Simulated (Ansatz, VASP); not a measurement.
**One calculation of Co, two programs**

```xyz
2
Lattice="2.5190 0.0000 0.0000 -1.2595 2.1815 0.0000 0.0000 0.0000 4.0910" Properties=species:S:1:pos:R:3 pbc="T T T"
Co    0.0000    1.4543    1.0228
Co    1.2595    0.7272    3.0682
```

Alike in both runs: task electric field gradients; functional PBE; k mesh 19 × 19 × 10; occupations fermi-dirac, width 0.05 eV; collinear spin.

|  | VASP | Ansatz |
| --- | --- | --- |
| version | VASP 6.6.1 | Ansatz 0.2.0 |
| potentials or method | VASP PAW PBE potentials, release 64 (Co) | PAW with Ansatz's default frozen-core files, scalar-relativistic |
| plane-wave cutoff (eV) | 520 | 420 |
| valence electrons in the cell | 18 | 34 |

```csv
,VASP,Ansatz,Ansatz less VASP
pressure (GPa),-7.2,-6.7,+0.55
"traceless stress, the component that is largest in VASP (GPa)",-0.94,-0.83,+0.116
net moment per atom (μB),1.64,1.65,+0.011
size of the moment on the site where the two differ most (μB),1.66,1.73,+0.062
size of Vzz on the site where it differs most (V/Å²),1.8,1.8,-0.02
```

Site moments also hang on the region over which each program counts them. The functional is the same, so the differences come from potentials, cutoffs and numerics. VASP's potentials hold 18 valence electrons a cell and Ansatz's 34, so a difference there can come from the potentials and not from the codes.
